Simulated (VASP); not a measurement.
Wanted: the native input for a VASP 6.6.1 run.

```yaml
Task: single point
Functional: PBE
Potentials_or_basis: VASP PAW PBE potentials, release 64 (Sn_d, O)
Cutoff: 520 eV
k_mesh: 8 × 8 × 8
Occupations: fermi-dirac, width 0.02 eV
Spin: no spin polarisation
Dipole_correction: no
Further_INCAR_settings: ALGO = Normal; EDIFF = 1e-07; NBANDS = 17
```

The structure of SnO lies in POSCAR:

```
SnO
1.0
    0.0000000000      2.5841278848      2.5841278848
    2.5841278848      0.0000000000      2.5841278848
    2.5841278848      2.5841278848      0.0000000000
Sn O
1 1
Direct
    0.0000000000      0.0000000000      0.0000000000
    0.5000000000      0.5000000000      0.5000000000
```

This cell differs from its parent crystal: volume changed by +3%.

The input as run:

INCAR

```
ALGO     = Normal         # electronic algorithm
EDIFF    = 1E-7           # SCF threshold, eV
ENCUT    = 520            # plane-wave cutoff, eV
GGA      = PE             # functional
ISIF     = 2              # what is computed and relaxed
ISMEAR   = -1             # smearing method
LASPH    = True           # aspherical terms in the spheres
LCHARG   = False          # write CHGCAR
LREAL    = False          # projectors in reciprocal space
LWAVE    = False          # write WAVECAR
NBANDS   = 17             # bands
NELM     = 80             # most SCF steps
PREC     = Accurate       # precision mode
SIGMA    = 0.02           # smearing width, eV
```

KPOINTS

```
k-points
0
Gamma
  8 8 8
```

Potentials or basis: VASP PAW PBE potentials, release 64 (Sn_d, O).

Run with:

```bash
$ cat potpaw_PBE.64/Sn_d/POTCAR potpaw_PBE.64/O/POTCAR > POTCAR
$ mpirun -np 1 vasp_std > vasp.out
```

Results of the run:

```json
{
  "Pressure": "-2.6 GPa",
  "Band gap on the k mesh": "0.89 eV, indirect (least direct gap 0.92 eV)"
}
```

Caveat: spin-orbit coupling is left out, which moves the levels of the heavy elements.

It took 8.8 s on 1 thread of Intel(R) Xeon(R) 6975P-C (Granite Rapids), on a shared host, peak memory 0.16 GiB.
